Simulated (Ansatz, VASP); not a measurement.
**MnS in VASP and in Ansatz**

```
CELL_PARAMETERS angstrom
0.00000 2.47346 2.47346
2.47346 0.00000 2.47346
2.47346 2.47346 0.00000
ATOMIC_POSITIONS crystal
Mn 0.00000 0.00000 0.00000
S 0.75000 0.75000 0.75000
```

Alike in both runs: task single point; functional PBE; k mesh 9 × 9 × 9; occupations gaussian, width 0.027 eV; collinear spin.

|  | VASP | Ansatz |
| --- | --- | --- |
| version | VASP 6.6.1 | Ansatz 0.2.0 |
| potentials or method | VASP PAW PBE potentials, release 64 (Mn_pv, S) | Ansatz PAW |
| plane-wave cutoff (eV) | 520 | 420 |
| valence electrons in the cell | 19 | 21 |

```tsv
	VASP	Ansatz	Ansatz less VASP
gap on the k mesh at the Fermi level (eV)	none	none	-
pressure (GPa)	3.0	2.9	-0.07
net moment per atom (μB)	0.11	0.11	0.000
size of the moment on the site where the two differ most (μB)	0.22	0.20	-0.023
```

Site moments also hang on the region over which each program counts them. A gap of «none» marks a metal or a gap that the smearing closes. With one functional, cell and mesh, what is left measures potentials, basis and numerics. VASP's potentials hold 19 valence electrons a cell and Ansatz's 21, so a difference there can come from the potentials and not from the codes.
